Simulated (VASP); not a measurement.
# Al2O3 (P-31c) in VASP: a series of runs

The runs below take Al2O3 through electric field gradients, with PBE, r2SCAN.

All numbers are computed with VASP 6.6.1; they aren't measurements. Logs are shortened: lines on timing, memory, paths and dates and some standing lists are left out, and cuts for length are marked.

**1. The cell of the first run**

The structure is trigonal, space group P-31c (No. 163). Conventional cell: a = 4.793 Å, b = 4.793 Å, c = 8.967 Å, α = 90.00°, β = 90.00°, γ = 120.00°. Al (site symmetry 3) has 6 O at 1.83 to 1.99 Å within 2.4 Å. Al (site symmetry 32) has 6 O at 1.92 Å within 2.5 Å. Within 2.5 Å of Al (site symmetry -3) lie 6 O at 1.92 Å. O (site symmetry 1) has 4 Al at 1.83 to 1.99 Å within 2.4 Å.

**2. Electric field gradients, PBE**

File INCAR:

```
SYSTEM = Al2O3
  PREC = Accurate
  ENCUT = 520
  EDIFF = 1E-8
  ISMEAR = -1
  SIGMA = 0.02
  LREAL = Auto
  LASPH = .True.
  NELM = 100
  ALGO = Normal
  ISIF = 2
  LWAVE = .False.
  LCHARG = .False.
  GGA = PE
  LEFG = .True.
  NBANDS = 64
```

File KPOINTS:

```
regular mesh
0
Gamma
  6 6 3
  0 0 0
```

File POSCAR:

```
Al2O3
1.0
    4.7930512577      0.0000000000      0.0000000000
   -2.3965256288      4.1509041508      0.0000000000
    0.0000000000      0.0000000000      8.9666466600
Al O
8 12
Direct
    0.3333333333      0.6666666667      0.9628167200
    0.3333333333      0.6666666667      0.2500000000
    0.0000000000      0.0000000000      0.0000000000
    0.0000000000      0.0000000000      0.5000000000
    0.3333333333      0.6666666667      0.5371832800
    0.6666666667      0.3333333333      0.0371832800
    0.6666666667      0.3333333333      0.7500000000
    0.6666666667      0.3333333333      0.4628167200
    0.0318230633      0.6766458267      0.1119598200
    0.9681769367      0.6448227633      0.6119598200
    0.0318230633      0.3551772367      0.3880401800
    0.9681769367      0.3233541733      0.8880401800
    0.3233541733      0.3551772367      0.1119598200
    0.3551772367      0.3233541733      0.6119598200
    0.3233541733      0.9681769367      0.3880401800
    0.3551772367      0.0318230633      0.8880401800
    0.6448227633      0.6766458267      0.3880401800
    0.6766458267      0.6448227633      0.8880401800
    0.6448227633      0.9681769367      0.1119598200
    0.6766458267      0.0318230633      0.6119598200
```

Potentials or basis: VASP PAW PBE potentials, release 64 (Al, O).

Launch:

```bash
> cat potpaw_PBE.64/Al/POTCAR potpaw_PBE.64/O/POTCAR > POTCAR
> mpirun -np 1 vasp_std > vasp.out
```

OUTCAR:

```text
SYSTEM = Al2O3
   PREC = Accurate
   ENCUT = 520
   EDIFF = 1E-8
   ISMEAR = -1
   LREAL = Auto
   LASPH = .True.
   NELM = 100
   ISIF = 2
   GGA = PE

 ion  position               nearest neighbor table
   1  0.333  0.667  0.963-  16 1.83  12 1.83  18 1.83  13 1.99   9 1.99  19 1.99   2 2.58   3 2.79
                             3 2.79   3 2.79   6 2.85   6 2.85   6 2.85   7 3.36   7 3.36   7 3.36
   2  0.333  0.667  0.250-  15 1.92  13 1.92   9 1.92  17 1.92  11 1.92  19 1.92   1 2.58   5 2.58
                             6 3.36   8 3.36   6 3.36   8 3.36   6 3.36   8 3.36
   3  0.000  0.000  0.000-   9 1.92  12 1.92  13 1.92  18 1.92  16 1.92  19 1.92   1 2.79   6 2.79
                             1 2.79   6 2.79   6 2.79   1 2.79
   4  0.000  0.000  0.500-  15 1.92  20 1.92  17 1.92  14 1.92  10 1.92  11 1.92   5 2.79   8 2.79
                             5 2.79   8 2.79   8 2.79   5 2.79
   5  0.333  0.667  0.537-  10 1.83  20 1.83  14 1.83  15 1.99  17 1.99  11 1.99   2 2.58   4 2.79
                             4 2.79   4 2.79   8 2.85   8 2.85   8 2.85   7 3.36   7 3.36   7 3.36
   6  0.667  0.333  0.037-  19 1.83   9 1.83  13 1.83  18 1.99  12 1.99  16 1.99   7 2.58   3 2.79
                             3 2.79   3 2.79   1 2.85   1 2.85   1 2.85   2 3.36   2 3.36   2 3.36
   7  0.667  0.333  0.750-  20 1.92  18 1.92  12 1.92  14 1.92  10 1.92  16 1.92   6 2.58   8 2.58
                             1 3.36   5 3.36   1 3.36   5 3.36   1 3.36   5 3.36
   8  0.667  0.333  0.463-  11 1.83  15 1.83  17 1.83  20 1.99  14 1.99  10 1.99   7 2.58   4 2.79
                             4 2.79   4 2.79   5 2.85   5 2.85   5 2.85   2 3.36   2 3.36   2 3.36
   9  0.032  0.677  0.112-   6 1.83   3 1.92   2 1.92   1 1.99
  10  0.968  0.645  0.612-   5 1.83   4 1.92   7 1.92   8 1.99
  11  0.032  0.355  0.388-   8 1.83   4 1.92   2 1.92   5 1.99
  12  0.968  0.323  0.888-   1 1.83   3 1.92   7 1.92   6 1.99
  13  0.323  0.355  0.112-   6 1.83   3 1.92   2 1.92   1 1.99
  14  0.355  0.323  0.612-   5 1.83   4 1.92   7 1.92   8 1.99
  15  0.323  0.968  0.388-   8 1.83   4 1.92   2 1.92   5 1.99
  16  0.355  0.032  0.888-   1 1.83   3 1.92   7 1.92   6 1.99
  17  0.645  0.677  0.388-   8 1.83   4 1.92   2 1.92   5 1.99
  18  0.677  0.645  0.888-   1 1.83   3 1.92   7 1.92   6 1.99
  19  0.645  0.968  0.112-   6 1.83   3 1.92   2 1.92   1 1.99
  20  0.677  0.032  0.612-   5 1.83   4 1.92   7 1.92   8 1.99

  LATTYP: Found a hexagonal cell.
 ALAT       =     4.7930512577
 C/A-ratio  =     1.8707596013

  Lattice vectors:

 A1 = (   4.7930512577,   0.0000000000,   0.0000000000)
 A2 = (  -2.3965256288,   4.1509041508,   0.0000000000)
 A3 = (   0.0000000000,   0.0000000000,   8.9666466600)

Analysis of symmetry for initial positions (statically):
=====================================================================
 Subroutine PRICEL returns:
 Original cell was already a primitive cell.

 Routine SETGRP: Setting up the symmetry group for a
 hexagonal supercell.

 Subroutine GETGRP returns: Found 12 space group operations
 (whereof  6 operations were pure point group operations)
 out of a pool of 24 trial point group operations.

The static configuration has the point symmetry S_6 .
 The point group associated with its full space group is D_3d.

Analysis of symmetry for dynamics (positions and initial velocities):
=====================================================================
 Subroutine PRICEL returns:
 Original cell was already a primitive cell.

 Routine SETGRP: Setting up the symmetry group for a
 hexagonal supercell.

 Subroutine GETGRP returns: Found 12 space group operations
 (whereof  6 operations were pure point group operations)
 out of a pool of 24 trial point group operations.

The dynamic configuration has the point symmetry S_6 .
 The point group associated with its full space group is D_3d.

 Subroutine INISYM returns: Found 12 space group operations
 (whereof  6 operations are pure point group operations),
 and found     1 'primitive' translations

----------------------------------------------------------------------------------------

                                     Primitive cell

  volume of cell :     178.3959

  direct lattice vectors                    reciprocal lattice vectors
     4.793051258  0.000000000  0.000000000     0.208635365  0.120455684  0.000000000
    -2.396525629  4.150904151  0.000000000     0.000000000  0.240911369  0.000000000
     0.000000000  0.000000000  8.966646660     0.000000000  0.000000000  0.111524412

  length of vectors
     4.793051258  4.793051258  8.966646660     0.240911369  0.240911369  0.111524412

  position of ions in fractional coordinates (direct lattice)
[... 92 lines left out ...]
   dimension x,y,z NGX =    36 NGY =   36 NGZ =   70
   dimension x,y,z NGXF=    72 NGYF=   72 NGZF=  140
   ions per type =               8  12
   NGX,Y,Z   is equivalent  to a cutoff of  12.49, 12.49, 12.98 a.u.
   NGXF,Y,Z  is equivalent  to a cutoff of  24.97, 24.97, 25.96 a.u.
 SYSTEM =  Al2O3
   PREC   = accura    normal or accurate (medium, high low for compatibility)
   ISTART =      0    job   : 0-new  1-cont  2-samecut
   ICHARG =      2    charge: 1-file 2-atom 10-const
   ISPIN  =      1    spin polarized calculation?
   LNONCOLLINEAR =      F non collinear calculations
   LSORBIT =      F    spin-orbit coupling
   LASPH  =      T    aspherical Exc in radial PAW
   ENCUT  =  520.0 eV  38.22 Ry    6.18 a.u.   8.91  8.91 16.67*2*pi/ulx,y,z
   NELM   =    100;   NELMIN=  2; NELMDL= -5     # of ELM steps
   EDIFF  = 0.1E-07   stopping-criterion for ELM
   LREAL  =      T    real-space projection
   EDIFFG = 0.1E-06   stopping-criterion for IOM
   NSW    =      0    number of steps for IOM
   IBRION =     -1    ionic relax: 0-MD 1-quasi-New 2-CG
   NFREE  =      0    steps in history (QN), initial steepest desc. (CG)
   ISIF   =      2    stress and relaxation
   ISYM   =      2    0-nonsym 1-usesym 2-fastsym
   POTIM  = 0.5000    time-step for ionic-motion
   TEBEG  =    0.0;   TEEND  =   0.0 temperature during run
   PSTRESS=    0.0 pullay stress
   NELECT =      96.0000    total number of electrons
   NUPDOWN=      -1.0000    fix difference up-down
   EMIN   =  10.00;   EMAX   =-10.00  energy-range for DOS
   EFERMI =   0.00;   METHOD = LEGACY
   ISMEAR =    -1;   SIGMA  =   0.02  broadening in eV -4-tet -1-fermi 0-gaus
   EFERMI_NEDOS =   21; number of points for ismear=-14 and -15
   IALGO  =     38    algorithm
   IMIX   =      4    mixing-type and parameters
     AMIX     =   0.40;   BMIX     =  1.00
     AMIX_MAG =   1.60;   BMIX_MAG =  1.00
  volume/ion in A,a.u.               =       8.92        60.19
  Fermi-wavevector in a.u.,A,eV,Ry     =   1.331589  2.516339 24.124899  1.773130
  Thomas-Fermi vector in A             =   2.460589
   LORBIT       =      0    0 simple, 1 ext, 2 COOP (PROOUT), +10 PAW based schemes
   GGA     = PE    functional components
[... 5 lines left out ...]
 non-spin polarized calculation
  energy-cutoff  :      520.00
  volume of cell :      178.40
 maximum number of plane-waves:      4827
   NGX = 17   NGY = 17   NGZ = 33

 number of electron      95.9999977 magnetization

 Free energy of the ion-electron system (eV)
  ---------------------------------------------------
  ext. energy  EPLUGINS =         0.00000000
  ---------------------------------------------------
  free energy    TOTEN  =      -148.02870268 eV

  energy without entropy =     -148.02870268  energy(sigma->0) =     -148.02870268

 E-fermi :   5.8907     XC(G=0): -11.3175

 val. band max:        5.4736967117   @ k =   0.0000   0.0000   0.0000
 cond. band min:      11.3766151629   @ k =   0.0000   0.0000   0.0000
 fundamental gap:      5.9029184512
 Fermi energy:         5.8906936030

 k-point     1 :       0.0000    0.0000    0.0000
  band No.  band energies     occupation
      1     -13.8355      2.00000
      2     -13.4509      2.00000
      3     -12.0795      2.00000
      4     -11.4573      2.00000
      5     -11.1892      2.00000
      6     -11.1892      2.00000
[... 1060 lines left out ...]
     59      16.0508      0.00000
     60      16.7266      0.00000
 [bands above 60 left out]

------------------------ aborting loop because EDIFF is reached ----------------------------------------

  FORCE on cell =-STRESS in cart. coord.  units (eV):
  Direction    XX          YY          ZZ          XY          YZ          ZX
  --------------------------------------------------------------------------------------
  -------------------------------------------------------------------------------------
  Total        8.9614261      8.9614261      8.5569126      0.0000000     -0.0000000      0.0000000
  in kB       80.4827623     80.4827623     76.8498180      0.0000000     -0.0000000      0.0000000
  external PRESSURE =      79.2717809 kB  Pullay stress =       0.0000000 kB

 VOLUME and BASIS-vectors are now :
 -----------------------------------------------------------------------------
  energy-cutoff  :      520.00
  volume of cell :      178.40
      direct lattice vectors                 reciprocal lattice vectors
     4.793051258  0.000000000  0.000000000     0.208635365  0.120455684  0.000000000
    -2.396525629  4.150904151  0.000000000     0.000000000  0.240911369  0.000000000
     0.000000000  0.000000000  8.966646660     0.000000000  0.000000000  0.111524412

 POSITION                                       TOTAL-FORCE (eV/Angst)
 -----------------------------------------------------------------------------------
     -0.00000      2.76727      8.63324         0.000000      0.000000     -0.068726
     -0.00000      2.76727      2.24166        -0.000000      0.000000     -0.000000
      0.00000      0.00000      0.00000         0.000000      0.000000     -0.000000
      0.00000      0.00000      4.48332        -0.000000      0.000000     -0.000000
     -0.00000      2.76727      4.81673         0.000000      0.000000      0.068726
      2.39653      1.38363      0.33341        -0.000000      0.000000      0.068726
[... 12 lines left out ...]
      0.77041      4.01881      1.00390         0.087425      0.023572      0.240634
      3.16693      0.13209      5.48723         0.087425     -0.023572      0.240634
 -----------------------------------------------------------------------------------
    total drift:                               -0.000000      0.000000     -0.000000

  FREE ENERGIE OF THE ION-ELECTRON SYSTEM (eV)
  ---------------------------------------------------
  free  energy   TOTEN  =      -148.0287026850 eV

  energy  without entropy=     -148.0287026850  energy(sigma->0) =     -148.02870268

 Electric field gradients (V/A^2)
---------------------------------------------------------------------
 ion       V_xx      V_yy      V_zz      V_xy      V_xz      V_yz
---------------------------------------------------------------------
   1      -9.505    -9.505    19.009     0.000    -0.000    -0.000
   2       7.029     7.029   -14.058    -0.000    -0.000    -0.000
   3      -4.475    -4.475     8.950    -0.000    -0.000    -0.000
   4      -4.475    -4.475     8.950    -0.000    -0.000    -0.000
   5      -9.505    -9.505    19.009    -0.000    -0.000    -0.000
   6      -9.505    -9.505    19.009     0.000    -0.000    -0.000
[... 12 lines left out ...]
  19      -6.172    13.379    -7.207     4.732   -23.999   -11.035
  20      -6.172    13.379    -7.207    -4.735   -23.999    11.035
---------------------------------------------------------------------

 Electric field gradients after diagonalization (V/A^2)
 (convention: |V_zz| > |V_xx| > |V_yy|)
----------------------------------------------------------------------
 ion       V_xx      V_yy      V_zz     asymmetry (V_yy - V_xx)/ V_zz
----------------------------------------------------------------------
   1      -9.505    -9.505    19.009       0.000
   2       7.029     7.029   -14.058       0.000
   3      -4.475    -4.475     8.950       0.000
   4      -4.475    -4.475     8.950       0.000
   5      -9.505    -9.505    19.009       0.000
   6      -9.505    -9.505    19.009       0.000
[... 12 lines left out ...]
  19      26.772     4.420   -31.193       0.717
  20      26.775     4.418   -31.192       0.717
----------------------------------------------------------------------

           NMR quadrupolar parameters

 Cq : quadrupolar parameter    Cq=e*Q*V_zz/h
 eta: asymmetry parameters     (V_yy - V_xx)/ V_zz
 Q  : nuclear electric quadrupole moment in mb (millibarn)
----------------------------------------------------------------------
 ion       Cq(MHz)       eta       Q (mb)
----------------------------------------------------------------------
   1       0.046       0.000       1.000
   2      -0.034       0.000       1.000
   3       0.022       0.000       1.000
   4       0.022       0.000       1.000
   5       0.046       0.000       1.000
   6       0.046       0.000       1.000
[... 12 lines left out ...]
  19      -0.075       0.717       1.000
  20      -0.075       0.717       1.000
----------------------------------------------------------------------
```

Run time: 3.2 min. Hardware: 1 thread of Intel Xeon Platinum 8488C (Sapphire Rapids), shared host; peak memory 0.34 GiB.

What came out:

| Item | Value |
| --- | --- |
| Free energy | -148.0287 eV |
| Pressure | 7.9 GPa |
| Largest force | 0.257 eV/Å |
| Band gap on the k mesh | 5.90 eV, direct |

Forces on the atoms (eV/Å):
```
Al   0.000  0.000 -0.069
Al   0.000  0.000  0.000
Al   0.000  0.000  0.000
Al   0.000  0.000  0.000
Al   0.000  0.000  0.069
Al   0.000  0.000  0.069
Al   0.000  0.000  0.000
Al   0.000  0.000 -0.069
O   -0.064  0.064  0.241
O   -0.023  0.087  0.241
O    0.023 -0.087 -0.241
O    0.064 -0.064 -0.241
O   -0.023 -0.087  0.241
O   -0.064 -0.064  0.241
O   -0.087  0.024 -0.241
O   -0.087 -0.024 -0.241
O    0.064  0.064 -0.241
O    0.023  0.087 -0.241
O    0.087  0.024  0.241
O    0.087 -0.024  0.241
```

Stress tensor (GPa, compression positive):
```
8.05 0.00 0.00
0.00 8.05 0.00
0.00 0.00 7.68
```

Electric field gradients, principal values (V/Å²):
```csv
atom,least,middle,greatest (by size)
1 Al,-9.505,-9.505,19.009
2 Al,7.029,7.029,-14.058
3 Al,-4.475,-4.475,8.950
4 Al,-4.475,-4.475,8.950
5 Al,-9.505,-9.505,19.009
6 Al,-9.505,-9.505,19.009
7 Al,7.029,7.029,-14.058
8 Al,-9.505,-9.505,19.009
9 O,4.418,26.775,-31.192
10 O,4.420,26.772,-31.193
11 O,4.420,26.772,-31.193
12 O,4.418,26.775,-31.192
13 O,4.420,26.774,-31.194
14 O,4.420,26.774,-31.194
15 O,4.418,26.775,-31.192
16 O,4.420,26.772,-31.193
17 O,4.420,26.774,-31.194
18 O,4.420,26.774,-31.194
19 O,4.420,26.772,-31.193
20 O,4.418,26.775,-31.192
```

Caveat: without QUAD_EFG the Cq values of the log hold for a quadrupole moment of 1 mb, not for the nuclei.

(Continued in part 2 of 3.)
